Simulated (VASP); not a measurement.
Wanted: the native input for a VASP 6.6.1 run.

* Task: relaxation of cell and atoms
* Functional: LDA
* Potentials or basis: VASP PAW LDA potentials, release 64 (Ti_sv, O)
* Cutoff: 600 eV
* k mesh: 4 × 4 × 4
* Occupations: gaussian, width 0.1 eV
* Spin: no spin polarisation
* Dipole correction: no
* Further INCAR settings: ALGO = Normal; EDIFF = 1e-07; IBRION = 2; EDIFFG = -0.05; NSW = 100; ISIF = 3

The structure of TiO2 lies in POSCAR:

```
TiO2
1.0
    0.0000000000      4.2191750000      4.2191750000
    4.2191750000      0.0000000000      4.2191750000
    4.2191750000      4.2191750000      0.0000000000
Ti O
4 8
Direct
    0.6250000000      0.6250000000      0.1250000000
    0.1250000000      0.6250000000      0.6250000000
    0.6250000000      0.1250000000      0.6250000000
    0.6250000000      0.6250000000      0.6250000000
    0.3907990000      0.3907990000      0.3907990000
    0.3907990000      0.8276030000      0.3907990000
    0.3907990000      0.3907990000      0.8276030000
    0.8276030000      0.3907990000      0.3907990000
    0.8592010000      0.8592010000      0.4223970000
    0.4223970000      0.8592010000      0.8592010000
    0.8592010000      0.4223970000      0.8592010000
    0.8592010000      0.8592010000      0.8592010000
```

These files were run (other wordings do the same):

INCAR

```
SYSTEM = TiO2
  ALGO = Normal
  EDIFF = 1E-7
  EDIFFG = -0.05
  ENCUT = 600
  IBRION = 2
  ISIF = 3
  ISMEAR = 0
  LASPH = .TRUE.
  LCHARG = .FALSE.
  LREAL = .FALSE.
  LWAVE = .FALSE.
  NELM = 80
  NSW = 100
  PREC = Accurate
  SIGMA = 0.1
```

KPOINTS

```
k-points
0
G
  4 4 4
  0 0 0
```

Potentials or basis: VASP PAW LDA potentials, release 64 (Ti_sv, O).

Run with:

```bash
$ cat potpaw_LDA.64/Ti_sv/POTCAR potpaw_LDA.64/O/POTCAR > POTCAR
$ mpirun -np 1 vasp_std > vasp.out
```

It gave:

| Item | Value |
| --- | --- |
| Relaxed volume | 11.71 Å³/atom |
| Relaxed cell | a = 5.835 Å, b = 5.835 Å, c = 5.835 Å, α = 60.00°, β = 60.00°, γ = 60.00° |
| Space group after relaxing (to 0.1 Å) | Fd-3m (No. 227) |
| Energy gained by relaxing | 26.1 meV/atom |
| Ionic steps | 6 |
| Pressure after relaxing | 0.0 GPa |
| Largest force after relaxing | 0.018 eV/Å |
| Band gap on the k mesh | 1.76 eV (least direct gap 1.78 eV) |

Wall time 14 min on 1 thread of Intel Xeon 8259CL, with other jobs on the host, peak memory 0.3 GiB.
